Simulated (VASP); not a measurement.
# Cd (P6/mmm) in VASP: notebook, part 2 of 2

VASP 6.6.1.

## 5. Single point, BLYP (27.35 Å³/atom)

This run uses another cell than the first one, of 27.35 Å³/atom.

INCAR

```
SYSTEM = Cd
PREC = Accurate
ENCUT = 520
EDIFF = 1E-6
ISMEAR = -1
SIGMA = 0.1
LREAL = .False.
LASPH = .True.
NELM = 80
ALGO = Normal
ISIF = 2
LWAVE = .False.
LCHARG = .True.
GGA = B5
ALDAX = 1.0
AGGAX = 1.0
AGGAC = 1.0
ALDAC = 0.0
LELF = .True.
LVHAR = .True.
NBANDS = 25
```

KPOINTS

```
regular mesh
0
Gamma
  8 8 11
  0 0 0
```

POSCAR

```
Cd
1.0
    5.4711953131      0.0000000000      0.0000000000
   -2.7355976565      4.7381941302      0.0000000000
    0.0000000000      0.0000000000      3.1648917881
Cd
3
Direct
    0.0000000000      0.0000000000      0.0000000000
    0.3333333333      0.6666666667      0.5000000000
    0.6666666667      0.3333333333      0.5000000000
```

Potentials or basis: VASP PAW PBE potentials, release 64 (Cd).

Run with:

```bash
$ cat potpaw_PBE.64/Cd/POTCAR > POTCAR
$ mpirun -np 1 vasp_std > vasp.out
```

OUTCAR:

```text
SYSTEM = Cd
   PREC = Accurate
   ENCUT = 520
   EDIFF = 1E-6
   ISMEAR = -1
   LREAL = .False.
   LASPH = .True.
   NELM = 80
   ISIF = 2
   GGA = B5

 ion  position               nearest neighbor table
   1  0.000  0.000  0.000-   2 3.53   3 3.53   2 3.53   3 3.53   2 3.53   2 3.53   3 3.53   3 3.53
                             3 3.53   3 3.53   2 3.53   2 3.53
   2  0.333  0.667  0.500-   3 3.16   3 3.16   3 3.16   1 3.53   1 3.53   1 3.53   1 3.53   1 3.53
                             1 3.53
   3  0.667  0.333  0.500-   2 3.16   2 3.16   2 3.16   1 3.53   1 3.53   1 3.53   1 3.53   1 3.53
                             1 3.53

  LATTYP: Found a hexagonal cell.
 ALAT       =     5.4711953131
 C/A-ratio  =     0.5784644135

  Lattice vectors:

 A1 = (   5.4711953131,   0.0000000000,   0.0000000000)
 A2 = (  -2.7355976565,   4.7381941302,   0.0000000000)
 A3 = (   0.0000000000,   0.0000000000,   3.1648917881)

Analysis of symmetry for initial positions (statically):
=====================================================================
 Subroutine PRICEL returns:
 Original cell was already a primitive cell.

 Routine SETGRP: Setting up the symmetry group for a
 hexagonal supercell.

 Subroutine GETGRP returns: Found 24 space group operations
 (whereof 24 operations were pure point group operations)
 out of a pool of 24 trial point group operations.

The static configuration has the point symmetry D_6h.

Analysis of symmetry for dynamics (positions and initial velocities):
=====================================================================
 Subroutine PRICEL returns:
 Original cell was already a primitive cell.

 Routine SETGRP: Setting up the symmetry group for a
 hexagonal supercell.

 Subroutine GETGRP returns: Found 24 space group operations
 (whereof 24 operations were pure point group operations)
 out of a pool of 24 trial point group operations.
[... 118 lines left out ...]
   ISMEAR =    -1;   SIGMA  =   0.10  broadening in eV -4-tet -1-fermi 0-gaus
   EFERMI_NEDOS =   21; number of points for ismear=-14 and -15
   IALGO  =     38    algorithm
   IMIX   =      4    mixing-type and parameters
     AMIX     =   0.40;   BMIX     =  1.00
     AMIX_MAG =   1.60;   BMIX_MAG =  1.00
  volume/ion in A,a.u.               =      27.35       184.56
  Fermi-wavevector in a.u.,A,eV,Ry     =   1.244011  2.350841 21.055891  1.547564
  Thomas-Fermi vector in A             =   2.378297
   LORBIT       =      0    0 simple, 1 ext, 2 COOP (PROOUT), +10 PAW based schemes
   GGA     = B5    functional components
   LHFCALC =     F    Hartree Fock is set to
   AEXX    =    0.0000 exact exchange contribution
   IVDW    =     0    specifies the selected vdW correction
   LEPSILON=     F    determine dielectric tensor
   LRPA    =     F    only Hartree local field effects (RPA)
 non-spin polarized calculation
  energy-cutoff  :      520.00
  volume of cell :       82.05
 maximum number of plane-waves:      2232
 NGX is ok and might be reduce to    42
   NGX = 21   NGY = 21   NGZ = 11

 number of electron      36.0000005 magnetization

 Free energy of the ion-electron system (eV)
  ---------------------------------------------------
  ext. energy  EPLUGINS =         0.00000000
  ---------------------------------------------------
  free energy    TOTEN  =        -0.34936993 eV

  energy without entropy =       -0.31461148  energy(sigma->0) =       -0.33199070

 E-fermi :   1.8379     XC(G=0):  -9.2826

 val. band max:        1.8289323058   @ k =   0.0000   0.0000   0.1818
 cond. band min:       1.8805407047   @ k =   0.1250   0.0000   0.0000
 fundamental gap:      0.0516083988
 Fermi energy:         1.8379058212

 k-point     1 :       0.0000    0.0000    0.0000
  band No.  band energies     occupation
      1      -7.3363      2.00000
      2      -7.0415      2.00000
      3      -7.0352      2.00000
      4      -6.8655      2.00000
      5      -6.8655      2.00000
      6      -6.7274      2.00000
[... 661 lines left out ...]
     24       9.4569      0.00000
     25       9.9056      0.00000

 [... further k-points ...]

------------------------ aborting loop because EDIFF is reached ----------------------------------------

  FORCE on cell =-STRESS in cart. coord.  units (eV):
  Direction    XX          YY          ZZ          XY          YZ          ZX
  --------------------------------------------------------------------------------------
  -------------------------------------------------------------------------------------
  Total        0.3688075      0.3688075      0.3148279      0.0000000      0.0000000      0.0000000
  in kB        7.2020546      7.2020546      6.1479435      0.0000000      0.0000000      0.0000000
  external PRESSURE =       6.8506843 kB  Pullay stress =       0.0000000 kB

 VOLUME and BASIS-vectors are now :
 -----------------------------------------------------------------------------
  energy-cutoff  :      520.00
  volume of cell :       82.05
      direct lattice vectors                 reciprocal lattice vectors
     5.471195313  0.000000000  0.000000000     0.182775416  0.105525436  0.000000000
    -2.735597656  4.738194130  0.000000000     0.000000000  0.211050871  0.000000000
     0.000000000  0.000000000  3.164891788     0.000000000  0.000000000  0.315966569

 POSITION                                       TOTAL-FORCE (eV/Angst)
 -----------------------------------------------------------------------------------
      0.00000      0.00000      0.00000        -0.000000      0.000000      0.000000
     -0.00000      3.15880      1.58245         0.000000     -0.000000     -0.000000
      2.73560      1.57940      1.58245        -0.000000      0.000000      0.000000
 -----------------------------------------------------------------------------------
    total drift:                               -0.000000      0.000000     -0.000000

  FREE ENERGIE OF THE ION-ELECTRON SYSTEM (eV)
  ---------------------------------------------------
  free  energy   TOTEN  =        -0.3493699276 eV

  energy  without entropy=       -0.3146114791  energy(sigma->0) =       -0.33199070
```

stdout:

```text
POSCAR found type information on POSCAR Cd
 POSCAR found :  1 types and       3 ions
 scaLAPACK will be used
 -----------------------------------------------------------------------------
|                                                                             |
|                                                                             |
|     You enforced a specific xc type in the INCAR file but a different       |
|     I HOPE YOU KNOW WHAT YOU ARE DOING!                                     |
|                                                                             |
 -----------------------------------------------------------------------------

 LDA part: xc-table for (Slater(with rela. corr.)+VWN5), standard interpolation
 POSCAR, INCAR and KPOINTS ok, starting setup
 FFT: planning ... GRIDC
 FFT: planning ... GRID_SOFT
 FFT: planning ... GRID
 WAVECAR not read
 entering main loop
```

Run time: 57 s. Hardware: 1 thread of Intel Xeon 6975P-C (Granite Rapids), shared host; peak memory 0.23 GiB.

Results:

```yaml
Free_energy: -0.3494 eV
Pressure: 0.7 GPa
Band_gap_on_the_k_mesh: zero (bands 18 and 19 overlap by 3.86 eV)
```

Stress tensor (GPa, compression positive):
```
0.72 0.00 0.00
0.00 0.72 0.00
0.00 0.00 0.61
```

Caveat: the PAW data sets were made with another functional, which shifts forces and pressure a little.

## 6. Overview

```csv
cell,k mesh,gap on the mesh (eV),pressure (GPa)
"a = 5.546, b = 5.546, c = 3.208 Å, angles 90.0, 90.0, 120.0°, 3 atoms",7 × 7 × 10,none,0.1
"a = 5.315, b = 5.315, c = 3.074 Å, angles 90.0, 90.0, 120.0°, 3 atoms",8 × 8 × 11,none,2.8
"a = 5.394, b = 5.394, c = 3.120 Å, angles 90.0, 90.0, 120.0°, 3 atoms",8 × 8 × 11,none,1.5
"a = 5.471, b = 5.471, c = 3.165 Å, angles 90.0, 90.0, 120.0°, 3 atoms",8 × 8 × 11,none,0.7
```

Alike in all rows: task single point; level BLYP; potentials or basis VASP PAW PBE potentials, release 64 (Cd); no spin polarisation; cutoff (eV) 520; smearing fermi-dirac 0.1 eV.

Caveats: the PAW data sets were made with another functional, which shifts forces and pressure a little.

Absolute energies hang on the potentials; compare differences alone.
